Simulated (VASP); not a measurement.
Runs of VASP 6.6.1 on CaO (kl). The structure is that of space group Fm-3m (No. 225), or close to it. The cells are those of the table. 

```tsv
task	cell	k mesh	smearing	gap on the mesh (eV)	pressure (GPa)
single point	a = 3.470 Å, angles 60.0°, 2 atoms	6 × 6 × 6	gaussian 0.1 eV	(b)	-11.7
relaxation of cell and atoms	relaxed from a = 3.332 Å, angles 60.0°, 2 atoms	8 × 8 × 8	gaussian 0.02 eV	3.43	0.0
single point	a = 3.329 Å, angles 60.0°, 2 atoms	8 × 8 × 8	gaussian 0.02 eV	3.42	(a)
single point	a = 3.332 Å, angles 60.0°, 2 atoms	8 × 8 × 8	gaussian 0.1 eV	3.42	0.6
```

Alike in all rows: level LDA; potentials or basis VASP PAW LDA potentials, release 64 (Ca_sv, O); no spin polarisation; cutoff (eV) 600.

Fill in the values left out.

(a) 0.9; (b) 3.48.

A k mesh can miss the band edges.
